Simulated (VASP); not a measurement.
Write the native input for VASP 6.6.1 that does the following.

- Task: single point
- Functional: PBEsol
- Potentials or basis: VASP PAW PBE potentials, release 64 (Pd)
- Cutoff: 520 eV
- k mesh: 11 × 11 × 3
- Occupations: fermi-dirac, width 0.05 eV
- Spin: no spin polarisation
- Dipole correction: no
- Further INCAR settings: ALGO = Normal; EDIFF = 1e-06; NBANDS = 28

The structure of Pd lies in POSCAR:

```
Pd
1.0
    2.7061670355      0.0000000000      0.0000000000
   -1.3530835178      2.3436093997      0.0000000000
    0.0000000000      0.0000000000      8.9322521844
Pd
4
Direct
    0.6666666667      0.3333333333      0.7500000000
    0.0000000000      0.0000000000      0.5000000000
    0.3333333333      0.6666666667      0.2500000000
    0.0000000000      0.0000000000      0.0000000000
```

This cell differs from its parent crystal: volume scaled by 0.94.

The input as run:

INCAR

```
SYSTEM = Pd
PREC     = Accurate       ! precision mode
ENCUT    = 520            ! plane-wave cutoff, eV
EDIFF    = 1E-6           ! SCF threshold, eV
ISMEAR   = -1             ! smearing method
SIGMA    = 0.05           ! smearing width, eV
LREAL    = .FALSE.        ! projectors in reciprocal space
LASPH    = .TRUE.         ! aspherical terms in the spheres
NELM     = 80             ! most SCF steps
ALGO     = Normal         ! electronic algorithm
ISIF     = 2              ! what is computed and relaxed
LWAVE    = .FALSE.        ! write WAVECAR
LCHARG   = .FALSE.        ! write CHGCAR
GGA      = PS             ! functional
NBANDS   = 28             ! bands
```

KPOINTS

```
regular mesh
0
G
  11 11 3
  0 0 0
```

Potentials or basis: VASP PAW PBE potentials, release 64 (Pd).

Command:

```bash
$ cat potpaw_PBE.64/Pd/POTCAR > POTCAR
$ mpirun -np 1 vasp_std > vasp.out
```

Results of the run:

| Quantity | Value |
| --- | --- |
| Pressure | 6.1 GPa |
| Band gap on the k mesh | zero (band 20 reaches 10.56 eV, above the bottom of band 21 at 9.57 eV) |

Caveat: the PAW data sets were made with another functional, which shifts forces and pressure a little.

Run time: 26 s on 1 thread of AMD EPYC 9R45 96-Core Processor (Zen 5), on a shared host, peak memory 0.15 GiB.
